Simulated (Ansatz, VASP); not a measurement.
# W2Cl3: VASP beside Ansatz

INCAR

```
SYSTEM = W2Cl3
ALGO     = Normal         ! electronic algorithm
EDIFF    = 1E-7           ! SCF threshold, eV
ENCUT    = 520            ! plane-wave cutoff, eV
GGA      = PE             ! functional
ISIF     = 2              ! what is computed and relaxed
ISMEAR   = 0              ! smearing method
ISPIN    = 2              ! spin polarisation
LASPH    = .True.         ! aspherical terms in the spheres
LCHARG   = .True.         ! write CHGCAR
LELF     = .True.         ! ELF
LMAXMIX  = 4              ! l up to which the mixer works
LORBIT   = 11             ! projections on sites
LREAL    = .False.        ! projectors in reciprocal space
LVHAR    = .True.       
LWAVE    = .False.        ! write WAVECAR
MAGMOM   = 0.52 0.79 0.01 0.04 0.03 ! initial moments
NBANDS   = 36             ! bands
NELM     = 150            ! most SCF steps
PREC     = Accurate       ! precision mode
SIGMA    = 0.1            ! smearing width, eV
```

File KPOINTS:

```
k-points
0
Gamma
  6 6 2
  0 0 0
```

The input POSCAR:

```
W2Cl3
1.0
    3.5478260900      0.0000000000      0.0000000000
   -1.7739130400      3.0725075200      0.0000000000
    0.0000000000      0.0000000000     11.3530434800
W Cl
2 3
Direct
    0.0000000000      0.0000000000      0.0000000000
    0.0000000000      0.0000000000      0.5000000000
    0.3333333300      0.6666666700      0.1200000000
    0.3333333300      0.6666666700      0.6200000000
    0.6666666700      0.3333333300      0.3800000000
```

Input for Ansatz:

```yaml
crystal:
  lattice:
    - [3.54782609, 0.0, 0.0]
    - [-1.77391304, 3.07250752, 0.0]
    - [0.0, 0.0, 11.35304348]
  atoms:
    - { symbol: W, position: [0.0, 0.0, 0.0] }
    - { symbol: W, position: [0.0, 0.0, 0.5] }
    - { symbol: Cl, position: [0.33333333, 0.66666667, 0.12] }
    - { symbol: Cl, position: [0.33333333, 0.66666667, 0.62] }
    - { symbol: Cl, position: [0.66666667, 0.33333333, 0.38] }
basis:
  ecutwfc: 420
kpoints:
  mp_grid: { grid: [6, 6, 2] }
hamiltonian:
  xc: pbe
scf:
  occupations: { method: gaussian, width: 0.1 }
  lower_state_search: "off"
output:
  forces: true
  stress: true
  eigenvalues: true
  populations: true
magnetization:
  spin_polarized: true
```

Change from the starting cell: ordered vacancies on the anion sites of cadmium iodide (P3m1, No. 156).

Alike in both runs: task single point; functional PBE; k mesh 6 × 6 × 2; occupations gaussian, width 0.1 eV; collinear spin.

|  | VASP | Ansatz |
| --- | --- | --- |
| version | VASP 6.6.1 | Ansatz 0.2.0 |
| potentials or method | VASP PAW PBE potentials, release 64 (W_sv, Cl), cutoff 520 eV | scalar-relativistic, plane waves, PAW |
| valence electrons in the cell | 49 | 49 |

Ansatz gave:

```
gap on the k mesh at the Fermi level (eV)                     : none
pressure (GPa)                                                : -5.5
traceless stress, the component that is largest in VASP (GPa) : 8.38
rms of the force components (eV/Å)                            : 0.229
net moment per atom (μB)                                      : 0.39
size of the moment on the site where the two differ most (μB) : 0.47
```

What did VASP give for the same quantities?

gap on the k mesh at the Fermi level (eV): none; pressure (GPa): -5.9; traceless stress, the component that is largest in VASP (GPa): 9.23; rms of the force components (eV/Å): 0.261; net moment per atom (μB): 0.23; size of the moment on the site where the two differ most (μB): 0.01.

The net moments are unlike, so the other rows may belong to different states. Site moments also hang on the region over which each program counts them. Atom by atom the forces differ by 0.043 eV/Å (rms over components). A gap of «none» marks a metal or a gap that the smearing closes. Ansatz's warnings: no starting moments.

Neither program's run includes spin-orbit coupling.
